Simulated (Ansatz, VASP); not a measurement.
**Two plane-wave programs on Ti**

```xyz
2
Lattice="3.1405 0.0000 0.0000 -1.5702 2.7198 0.0000 0.0000 0.0000 4.0818" Properties=species:S:1:pos:R:3 pbc="T T T"
Ti    0.0000    1.8132    1.0205
Ti    1.5703    0.9066    3.0614
```

Alike in both runs: task single point; functional r2SCAN; k mesh 18 × 18 × 10; no spin polarisation.

|  | VASP | Ansatz |
| --- | --- | --- |
| version | VASP 6.6.1 | Ansatz 0.2.0 |
| potentials or method | VASP PAW PBE potentials, release 64 (Ti_sv), cutoff 520 eV | scalar-relativistic, plane waves, PAW |
| occupations | methfessel-paxton of order 1, width 0.05 eV | cold, width 0.05 eV |
| valence electrons in the cell | 24 | 24 |

```tsv
	VASP	Ansatz	Ansatz less VASP
gap on the k mesh at the Fermi level (eV)	none	none	-
pressure (GPa)	0.1	-0.3	-0.38
traceless stress, the component that is largest in VASP (GPa)	11.14	11.08	-0.059
```

VASP's potentials were made for PBE, not for r2SCAN. A gap of «none» marks a metal or a gap that the smearing closes.
